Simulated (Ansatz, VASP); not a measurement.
# One calculation of InSb, two programs

```
In Sb
1.0
     0.00000    3.26050    3.26050
     3.26050    0.00000    3.26050
     3.26050    3.26050    0.00000
In Sb
1 1
Direct
  0.00000 0.00000 0.00000
  0.75000 0.75000 0.75000
```

Alike in both runs: task single point; functional PBEsol; k mesh 8 × 8 × 8; occupations fermi-dirac, width 0.1 eV; no spin polarisation.

```csv
,VASP,Ansatz
version,VASP 6.6.1,Ansatz 0.2.0
potentials or method,"VASP PAW PBE potentials, release 64 (In_d, Sb)","PAW with Ansatz's default frozen-core files, scalar-relativistic"
plane-wave cutoff (eV),500,420
valence electrons in the cell,18,28
```

```csv
,VASP,Ansatz,Ansatz less VASP
pressure (GPa),0.0,0.0,-0.02
```

VASP's potentials were made for PBE, not for PBEsol. The functional is the same, so the differences come from potentials, cutoffs and numerics. VASP's potentials hold 18 valence electrons a cell and Ansatz's 28, so a difference there can come from the potentials and not from the codes. Ansatz's warnings: optics on partly filled bands.

Spin-orbit coupling is off throughout.
